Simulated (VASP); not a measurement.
# TaRh3 (Pm-3m) in VASP: notebook

The runs below take TaRh3 through relaxation of cell and atoms, single point, with LDA.

Program: VASP 6.6.1. These are calculated values, not measurements. Logs are shortened: lines on timing, memory, paths and dates and some standing lists are left out, and cuts for length are marked.

### Step 1. The cell of the first run

The structure is cubic, space group Pm-3m (No. 221). Conventional cell: a = 3.894 Å, b = 3.894 Å, c = 3.894 Å, α = 90.00°, β = 90.00°, γ = 90.00°. Within 3.6 Å of Ta (site symmetry m-3m) lie 12 Rh at 2.75 Å. Within 3.6 Å of Rh (site symmetry 4/mmm) lie 4 Ta at 2.75 Å and 8 Rh at 2.75 Å.

### Step 2. Relaxation of cell and atoms, LDA

INCAR reads:

```
SYSTEM = TaRh3
ALGO = Normal
EDIFF = 1E-6
EDIFFG = -0.001
ENCUT = 600
IBRION = 2
ISIF = 3
ISMEAR = -1
LASPH = .True.
LCHARG = .False.
LREAL = .False.
LWAVE = .False.
NELM = 100
NSW = 80
PREC = Accurate
SIGMA = 0.15
```

KPOINTS reads:

```
k-points
0
Gamma
  12 12 12
  0 0 0
```

POSCAR reads:

```
TaRh3
1.0
    3.8937384483      0.0000000000      0.0000000000
    0.0000000000      3.8937384483      0.0000000000
    0.0000000000      0.0000000000      3.8937384483
Ta Rh
1 3
Direct
    0.0000000000      0.0000000000      0.0000000000
    0.0000000000      0.5000000000      0.5000000000
    0.5000000000      0.0000000000      0.5000000000
    0.5000000000      0.5000000000      0.0000000000
```

Potentials or basis: VASP PAW LDA potentials, release 64 (Ta_pv, Rh_pv).

Started as:

```console
cat potpaw_LDA.64/Ta_pv/POTCAR potpaw_LDA.64/Rh_pv/POTCAR > POTCAR
mpirun -np 1 vasp_std > vasp.out
```

OUTCAR:

```text
SYSTEM = TaRh3
   EDIFF = 1E-6
   EDIFFG = -0.001
   ENCUT = 600
   IBRION = 2
   ISIF = 3
   ISMEAR = -1
   LASPH = .True.
   LREAL = .False.
   NELM = 100
   NSW = 80
   PREC = Accurate

 ion  position               nearest neighbor table
   1  0.000  0.000  0.000-   2 2.75   3 2.75   4 2.75   2 2.75   3 2.75   2 2.75   4 2.75   2 2.75
                             3 2.75   4 2.75   3 2.75   4 2.75
   2  0.000  0.500  0.500-   1 2.75   3 2.75   4 2.75   1 2.75   4 2.75   1 2.75   3 2.75   1 2.75
                             3 2.75   4 2.75   4 2.75   3 2.75
   3  0.500  0.000  0.500-   1 2.75   2 2.75   4 2.75   1 2.75   4 2.75   2 2.75   4 2.75   4 2.75
                             1 2.75   2 2.75   1 2.75   2 2.75
   4  0.500  0.500  0.000-   1 2.75   2 2.75   3 2.75   2 2.75   3 2.75   1 2.75   3 2.75   3 2.75
                             1 2.75   2 2.75   2 2.75   1 2.75

  LATTYP: Found a simple cubic cell.
 ALAT       =     3.8937384483

  Lattice vectors:

 A1 = (   3.8937384483,   0.0000000000,   0.0000000000)
 A2 = (   0.0000000000,   3.8937384483,   0.0000000000)
 A3 = (   0.0000000000,   0.0000000000,   3.8937384483)

Analysis of symmetry for initial positions (statically):
=====================================================================
 Subroutine PRICEL returns:
 Original cell was already a primitive cell.

 Routine SETGRP: Setting up the symmetry group for a
 simple cubic supercell.

 Subroutine GETGRP returns: Found 48 space group operations
 (whereof 48 operations were pure point group operations)
 out of a pool of 48 trial point group operations.

The static configuration has the point symmetry O_h .

Analysis of symmetry for dynamics (positions and initial velocities):
=====================================================================
 Subroutine PRICEL returns:
 Original cell was already a primitive cell.

 Routine SETGRP: Setting up the symmetry group for a
 simple cubic supercell.

 Subroutine GETGRP returns: Found 48 space group operations
 (whereof 48 operations were pure point group operations)
 out of a pool of 48 trial point group operations.

The dynamic configuration has the point symmetry O_h .

 Subroutine INISYM returns: Found 48 space group operations
 (whereof 48 operations are pure point group operations),
 and found     1 'primitive' translations

----------------------------------------------------------------------------------------

                                     Primitive cell

  volume of cell :      59.0337

  direct lattice vectors                    reciprocal lattice vectors
     3.893738448  0.000000000  0.000000000     0.256822592  0.000000000  0.000000000
     0.000000000  3.893738448  0.000000000     0.000000000  0.256822592  0.000000000
     0.000000000  0.000000000  3.893738448     0.000000000  0.000000000  0.256822592

  length of vectors
     3.893738448  3.893738448  3.893738448     0.256822592  0.256822592  0.256822592

  position of ions in fractional coordinates (direct lattice)
     0.000000000  0.000000000  0.000000000
     0.000000000  0.500000000  0.500000000
     0.500000000  0.000000000  0.500000000
     0.500000000  0.500000000  0.000000000

  ion indices of the primitive-cell ions
   primitive index   ion index
                 1           1
                 2           2
                 3           3
                 4           4

----------------------------------------------------------------------------------------

 KPOINTS: k-points

Automatic generation of k-mesh.
 Grid dimensions read from file:
 generate k-points for:   12   12   12

 Generating k-lattice:

  Cartesian coordinates                     Fractional coordinates (reciprocal lattice)
     0.021401883  0.000000000  0.000000000     0.083333333  0.000000000  0.000000000
     0.000000000  0.021401883  0.000000000     0.000000000  0.083333333  0.000000000
     0.000000000  0.000000000  0.021401883     0.000000000  0.000000000  0.083333333

  Length of vectors
     0.021401883  0.021401883  0.021401883

  Shift w.r.t. Gamma in fractional coordinates (k-lattice)
     0.000000000  0.000000000  0.000000000

 Subroutine IBZKPT returns following result:
 ===========================================

 Found     84 irreducible k-points:

 Following reciprocal coordinates:
            Coordinates               Weight
  0.000000  0.000000  0.000000      1.000000
  0.083333  0.000000  0.000000      6.000000
  0.166667  0.000000  0.000000      6.000000
  0.250000  0.000000  0.000000      6.000000
  0.333333  0.000000  0.000000      6.000000
  0.416667  0.000000  0.000000      6.000000
[... 16 lines left out ...]
  0.333333  0.333333  0.000000     12.000000
  0.416667  0.333333  0.000000     24.000000
 [... further k-points ...]
   k-points           NKPTS =     84   k-points in BZ     NKDIM =     84   number of bands    NBANDS=     33
   number of dos      NEDOS =    301   number of ions     NIONS =      4
   total plane-waves  NPLWV =  32768
   dimension x,y,z NGX =    32 NGY =   32 NGZ =   32
   dimension x,y,z NGXF=    64 NGYF=   64 NGZF=   64
   ions per type =               1   3
   NGX,Y,Z   is equivalent  to a cutoff of  13.66, 13.66, 13.66 a.u.
   NGXF,Y,Z  is equivalent  to a cutoff of  27.33, 27.33, 27.33 a.u.
 SYSTEM =  TaRh3
   PREC   = accura    normal or accurate (medium, high low for compatibility)
   ISTART =      0    job   : 0-new  1-cont  2-samecut
   ICHARG =      2    charge: 1-file 2-atom 10-const
   ISPIN  =      1    spin polarized calculation?
   LNONCOLLINEAR =      F non collinear calculations
   LSORBIT =      F    spin-orbit coupling
   LASPH  =      T    aspherical Exc in radial PAW
   ENCUT  =  600.0 eV  44.10 Ry    6.64 a.u.   7.78  7.78  7.78*2*pi/ulx,y,z
   NELM   =    100;   NELMIN=  2; NELMDL= -5     # of ELM steps
   EDIFF  = 0.1E-05   stopping-criterion for ELM
   LREAL  =      F    real-space projection
   EDIFFG = -.1E-02   stopping-criterion for IOM
   NSW    =     80    number of steps for IOM
   IBRION =      2    ionic relax: 0-MD 1-quasi-New 2-CG
   NFREE  =      1    steps in history (QN), initial steepest desc. (CG)
   ISIF   =      3    stress and relaxation
   ISYM   =      2    0-nonsym 1-usesym 2-fastsym
   POTIM  = 0.5000    time-step for ionic-motion
   TEBEG  =    0.0;   TEEND  =   0.0 temperature during run
   PSTRESS=    0.0 pullay stress
   NELECT =      56.0000    total number of electrons
   NUPDOWN=      -1.0000    fix difference up-down
   EMIN   =  10.00;   EMAX   =-10.00  energy-range for DOS
   EFERMI =   0.00;   METHOD = LEGACY
   ISMEAR =    -1;   SIGMA  =   0.15  broadening in eV -4-tet -1-fermi 0-gaus
   EFERMI_NEDOS =   21; number of points for ismear=-14 and -15
   IALGO  =     38    algorithm
   IMIX   =      4    mixing-type and parameters
     AMIX     =   0.40;   BMIX     =  1.00
     AMIX_MAG =   1.60;   BMIX_MAG =  1.00
  volume/ion in A,a.u.               =      14.76        99.59
  Fermi-wavevector in a.u.,A,eV,Ry     =   1.608560  3.039739 35.204624  2.587467
  Thomas-Fermi vector in A             =   2.704410
   LORBIT       =      0    0 simple, 1 ext, 2 COOP (PROOUT), +10 PAW based schemes
   GGA     = CA    functional components
   LHFCALC =     F    Hartree Fock is set to
   AEXX    =    0.0000 exact exchange contribution
   IVDW    =     0    specifies the selected vdW correction
   LEPSILON=     F    determine dielectric tensor
   LRPA    =     F    only Hartree local field effects (RPA)
 conjugate gradient relaxation of ions
 non-spin polarized calculation
  energy-cutoff  :      600.00
  volume of cell :       59.03
 maximum number of plane-waves:      1988
 NGX is ok and might be reduce to    32
   NGX = 15   NGY = 15   NGZ = 15

--------------------------------------- Ionic step        1  -------------------------------------------

 number of electron      56.0000018 magnetization

 Free energy of the ion-electron system (eV)
  ---------------------------------------------------
  ext. energy  EPLUGINS =         0.00000000
  ---------------------------------------------------
  free energy    TOTEN  =       -41.31773018 eV

  energy without entropy =      -41.12995018  energy(sigma->0) =      -41.22384018

 E-fermi :   9.9318     XC(G=0): -13.9041

 val. band max:        9.9236499605   @ k =   0.1667   0.1667   0.0000
 cond. band min:       9.9391688343   @ k =   0.3333   0.2500   0.0000
 fundamental gap:      0.0155188737
 Fermi energy:         9.9317594316

 k-point     1 :       0.0000    0.0000    0.0000
  band No.  band energies     occupation
      1     -36.4751      2.00000
      2     -36.4751      2.00000
      3     -36.4751      2.00000
      4     -36.2649      2.00000
      5     -36.2649      2.00000
      6     -36.2649      2.00000
[... 853 lines left out ...]
     32      11.9385      0.00000
     33      11.9916      0.00000

 [... further k-points ...]
[... 5 lines left out ...]
  --------------------------------------------------------------------------------------
  -------------------------------------------------------------------------------------
  Total       -5.3009786     -5.3009786     -5.3009786      0.0000000      0.0000000      0.0000000
  in kB     -143.8686969   -143.8686969   -143.8686969      0.0000000      0.0000000      0.0000000
  external PRESSURE =    -143.8686969 kB  Pullay stress =       0.0000000 kB
[... 95 lines left out ...]
  FREE ENERGIE OF THE ION-ELECTRON SYSTEM (eV)
  ---------------------------------------------------
  free  energy   TOTEN  =       -41.4609129751 eV

  energy  without entropy=      -41.2903054592  energy(sigma->0) =      -41.37560922

[... ionic steps 4 to 11 ...]

--------------------------------------- Ionic step       12  -------------------------------------------

 number of electron      56.0000004 magnetization

------------------------ aborting loop because EDIFF is reached ----------------------------------------
[... 71 lines left out ...]
--------------------------------------- Ionic step       14  -------------------------------------------

 number of electron      56.0000004 magnetization

 Free energy of the ion-electron system (eV)
  ---------------------------------------------------
  ext. energy  EPLUGINS =         0.00000000
  ---------------------------------------------------
  free energy    TOTEN  =       -41.46138732 eV

  energy without entropy =      -41.29174831  energy(sigma->0) =      -41.37656782

 E-fermi :  10.7706     XC(G=0): -14.2242

 val. band max:       10.7705353241   @ k =   0.5000   0.5000   0.4167
 cond. band min:      10.7803557062   @ k =   0.3333   0.2500   0.0000
 fundamental gap:      0.0098203822
 Fermi energy:        10.7705930594

 k-point     1 :       0.0000    0.0000    0.0000
  band No.  band energies     occupation
      1     -35.8134      2.00000
      2     -35.8134      2.00000
      3     -35.8134      2.00000
      4     -35.5551      2.00000
      5     -35.5551      2.00000
      6     -35.5551      2.00000
[... 853 lines left out ...]
     32      12.8934      0.00000
     33      12.9846      0.00000

 [... further k-points ...]
[... 5 lines left out ...]
  --------------------------------------------------------------------------------------
  -------------------------------------------------------------------------------------
  Total        0.0006386      0.0006386      0.0006386     -0.0000000      0.0000000     -0.0000000
  in kB        0.0182738      0.0182738      0.0182738     -0.0000000      0.0000000     -0.0000000
  external PRESSURE =       0.0182738 kB  Pullay stress =       0.0000000 kB
[... 19 lines left out ...]
  FREE ENERGIE OF THE ION-ELECTRON SYSTEM (eV)
  ---------------------------------------------------
  free  energy   TOTEN  =       -41.4613873168 eV

  energy  without entropy=      -41.2917483148  energy(sigma->0) =      -41.37656782

 reached required accuracy - stopping structural energy minimisation
```

It took 5.3 min on 1 thread of Intel Xeon 6975P-C (Granite Rapids), shared host; peak memory 0.29 GiB.

What came out:

- Free energy: -41.4614 eV
- Relaxed volume: 14.00 Å³/atom
- Relaxed cell: a = 3.826 Å, b = 3.826 Å, c = 3.826 Å, α = 90.00°, β = 90.00°, γ = 90.00°
- Space group after relaxing (to 0.05 Å): Pm-3m (No. 221)
- Energy gained by relaxing: 35.9 meV/atom
- Ionic steps: 14
- Pressure after relaxing: 0.0 GPa
- Band gap on the k mesh: zero (band 28 reaches 11.80 eV, above the bottom of band 29 at 9.71 eV)

The path:
```csv
step,energy change (eV),largest force (eV/Å),pressure (GPa),volume (Å³)
1,0.0000,0.0000,-14.39,59.03
2,1.1603,0.0000,63.40,48.42
3,-0.1432,0.0000,-0.94,56.16
4,-0.1436,0.0000,-0.15,56.02
5,-0.1436,0.0000,0.17,55.96
6,-0.1436,0.0000,-0.38,56.07
7,-0.1437,0.0000,-0.02,55.99
8,-0.1437,0.0000,0.02,55.99
9,-0.1437,0.0000,-0.06,55.99
10,-0.1437,0.0000,0.06,55.99
11,-0.1437,0.0000,-0.05,56.00
12,-0.1437,0.0000,-0.02,56.00
13,-0.1437,0.0000,-0.04,56.00
14,-0.1437,0.0000,0.00,55.99
```

Final structure:
```
CELL_PARAMETERS angstrom
3.82569 0.00000 0.00000
0.00000 3.82569 0.00000
0.00000 0.00000 3.82569
ATOMIC_POSITIONS crystal
Ta 0.00000 0.00000 0.00000
Rh 0.00000 0.50000 0.50000
Rh 0.50000 0.00000 0.50000
Rh 0.50000 0.50000 0.00000
```

Levels at points of the mesh, in eV from the Fermi level:
| k point | band 25 | band 26 | band 27 | band 28 | band 29 | band 30 | band 31 | band 32 |
| --- | --- | --- | --- | --- | --- | --- | --- | --- |
| (0.00, 0.00, 0.00) | 0.48 | 1.03 | 1.03 | 1.03 | 3.25 | 3.25 | 3.42 | 3.42 |
| (0.50, 0.00, 0.00) | -1.49 | -1.49 | -1.36 | -0.21 | 0.72 | 0.72 | 1.03 | 1.62 |
| (0.50, 0.50, 0.00) | -2.02 | -1.83 | -1.83 | -1.26 | -1.06 | 1.39 | 1.39 | 1.66 |
| (0.50, 0.50, 0.50) | 0.57 | 0.57 | 0.57 | 0.69 | 0.94 | 0.94 | 0.94 | 2.89 |

Caveat: spin-orbit coupling is left out, which moves the levels of the heavy elements. Zero-point motion and thermal expansion aren't in these numbers.

### Step 3. Single point, LDA

This run uses another cell than the first one, of 13.95 Å³/atom, 0.945 times its volume.

INCAR reads:

```
PREC = Accurate
ENCUT = 520
EDIFF = 1E-6
ISMEAR = -1
SIGMA = 0.15
LREAL = F
LASPH = T
NELM = 100
ALGO = Normal
ISIF = 2
LWAVE = F
LCHARG = T
LELF = T
LVHAR = T
NBANDS = 36
```

KPOINTS reads:

```
Automatic mesh
0
Gamma
  12 12 12
```

POSCAR reads:

```
TaRh3
1.0
    3.8212841434      0.0000000000      0.0000000000
    0.0000000000      3.8212841434      0.0000000000
    0.0000000000      0.0000000000      3.8212841434
Ta Rh
1 3
Direct
    0.0000000000      0.0000000000      0.0000000000
    0.0000000000      0.5000000000      0.5000000000
    0.5000000000      0.0000000000      0.5000000000
    0.5000000000      0.5000000000      0.0000000000
```

Potentials or basis: VASP PAW LDA potentials, release 64 (Ta_pv, Rh_pv).

Started as:

```console
cat potpaw_LDA.64/Ta_pv/POTCAR potpaw_LDA.64/Rh_pv/POTCAR > POTCAR
mpirun -np 1 vasp_std > vasp.out
```

Run time: 66 s. Hardware: 1 thread of AMD EPYC 9R45 (Zen 5), shared host; peak memory 0.21 GiB.

The run converged. Its results:

- Free energy: -41.4575 eV
- Pressure: 1.1 GPa
- Band gap on the k mesh: zero (band 28 reaches 11.86 eV, above the bottom of band 29 at 9.76 eV)

Levels at points of the mesh, in eV from the Fermi level:
| k point | band 25 | band 26 | band 27 | band 28 | band 29 | band 30 | band 31 | band 32 |
| --- | --- | --- | --- | --- | --- | --- | --- | --- |
| (0.00, 0.00, 0.00) | 0.48 | 1.03 | 1.03 | 1.03 | 3.26 | 3.26 | 3.43 | 3.43 |
| (0.50, 0.00, 0.00) | -1.50 | -1.50 | -1.37 | -0.22 | 0.72 | 0.72 | 1.04 | 1.62 |
| (0.50, 0.50, 0.00) | -2.03 | -1.85 | -1.85 | -1.27 | -1.06 | 1.39 | 1.39 | 1.66 |
| (0.50, 0.50, 0.50) | 0.57 | 0.57 | 0.57 | 0.68 | 0.94 | 0.94 | 0.94 | 2.91 |

Caveat: spin-orbit coupling is left out, which moves the levels of the heavy elements.

[end of part 1 of 2]
